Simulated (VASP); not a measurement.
Runs of VASP 6.6.1 on Ca. The structure is that of space group Fm-3m (No. 225), or close to it. The cells are those of the table. 

```csv
task,cell,k mesh,cutoff (eV),smearing,gap on the mesh (eV),pressure (GPa),relaxed volume (Å³/atom)
single point,"a = 3.779 Å, angles 60.0°, 1 atom",20 × 20 × 20,520,fermi-dirac 0.15 eV,none,0.0,-
single point,"a = 3.961 Å, angles 60.0°, 1 atom",6 × 6 × 6,520,gaussian 0.1 eV,none,(a),-
relaxation of cell and atoms,"relaxed from a = 3.773 Å, angles 60.0°, 1 atom",20 × 20 × 20,600,gaussian 0.1 eV,none,0.0,38.04
single point,"a = 3.773 Å, angles 60.0°, 1 atom",20 × 20 × 20,520,gaussian 0.1 eV,none,0.0,-
relaxation of cell and atoms,"relaxed from a = 3.961 Å, angles 60.0°, 1 atom",18 × 18 × 18,600,gaussian 0.1 eV,none,0.0,38.05
```

Alike in all rows: level LDA; potentials or basis VASP PAW LDA potentials, release 64 (Ca_sv); no spin polarisation.

Question: Estimate the missing entries.

Answer: (a) -2.2.

A gap of «none» marks levels without a gap at the run's occupations.
